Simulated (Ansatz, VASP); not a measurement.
# NaPdO3 in VASP and in Ansatz

```
CELL_PARAMETERS angstrom
3.99115 0.01996 0.00000
0.01996 3.99115 0.00000
0.00000 0.00000 3.99115
ATOMIC_POSITIONS crystal
Na 0.00000 0.00000 0.00000
Pd 0.50000 0.50000 0.50000
O 0.50000 0.50000 0.00000
O 0.50000 0.00000 0.50000
O 0.00000 0.50000 0.50000
```

Alike in both runs: task single point; functional LDA; k mesh 9 × 9 × 9; no spin polarisation.

|  | VASP | Ansatz |
| --- | --- | --- |
| version | VASP 6.6.1 | Ansatz 0.2.0 |
| potentials or method | VASP PAW LDA potentials, release 64 (Na_pv, Pd, O), cutoff 520 eV | plane waves, PAW |
| occupations | methfessel-paxton of order 1, width 0.1 eV | cold, width 0.1 eV |
| valence electrons in the cell | 35 | 45 |

|  | VASP | Ansatz | Ansatz less VASP |
| --- | --- | --- | --- |
| pressure (GPa) | -12.2 | -12.5 | -0.30 |
| traceless stress, the component that is largest in VASP (GPa) | -0.40 | -0.41 | -0.009 |

LDA's correlation is that of Perdew and Zunger in VASP and of Perdew and Wang (1992) in Ansatz. VASP's potentials hold 35 valence electrons a cell and Ansatz's 45, so a difference there can come from the potentials and not from the codes. Ansatz's warnings: stress scf threshold loose.
